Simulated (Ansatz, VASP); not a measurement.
**Ir: VASP beside Ansatz**

```
Ir
1.0
     0.00000    1.91590    1.91590
     1.91590    0.00000    1.91590
     1.91590    1.91590    0.00000
Ir
1
Direct
  0.00000 0.00000 0.00000
```

Alike in both runs: task relaxation of cell and atoms; functional PBEsol; k mesh 18 × 18 × 18; occupations gaussian, width 0.1 eV; no spin polarisation.

```csv
,VASP,Ansatz
version,VASP 6.6.1,Ansatz 0.2.0
potentials or method,"VASP PAW PBE potentials, release 64 (Ir), cutoff 600 eV","scalar-relativistic, plane waves, PAW"
valence electrons in the cell,9,17
```

|  | VASP | Ansatz | Ansatz less VASP |
| --- | --- | --- | --- |
| gap on the k mesh at the Fermi level, each at its own relaxed structure (eV) | none | none | - |
| relaxed volume (Å³/atom) | 14.09 | 14.05 | -0.039 |
| relaxed cell length with the largest relative difference (Å) | 2.711 | 2.708 | -0.0025 |

VASP's potentials were made for PBE, not for PBEsol. A gap of «none» marks a metal or a gap that the smearing closes. VASP's potentials hold 9 valence electrons a cell and Ansatz's 17, so a difference there can come from the potentials and not from the codes.

Neither program's run includes spin-orbit coupling.
